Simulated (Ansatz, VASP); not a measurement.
**CdS: VASP beside Ansatz**

```xyz
2
Lattice="0.0000 2.7532 2.7532 2.7532 0.0000 2.7532 2.7532 2.7532 0.0000" Properties=species:S:1:pos:R:3 pbc="T T T"
Cd    0.0000    0.0000    0.0000
S     2.7532    2.7532    2.7532
```

Alike in both runs: task single point; functional PBE; k mesh 8 × 8 × 8; occupations gaussian, width 0.019 eV; no spin polarisation.

```csv
,VASP,Ansatz
version,VASP 6.6.1,Ansatz 0.2.0
potentials or method,"VASP PAW PBE potentials, release 64 (Cd, S)",Ansatz PAW
plane-wave cutoff (eV),520,420
valence electrons in the cell,18,26
```

```csv
,VASP,Ansatz,Ansatz less VASP
gap on the k mesh at the Fermi level (eV),0.25,0.26,+0.007
least direct gap on the mesh (eV),1.53,1.55,+0.024
pressure (GPa),-0.1,-0.4,-0.36
```

With one functional, cell and mesh, what is left measures potentials, basis and numerics. VASP's potentials hold 18 valence electrons a cell and Ansatz's 26, so a difference there can come from the potentials and not from the codes.
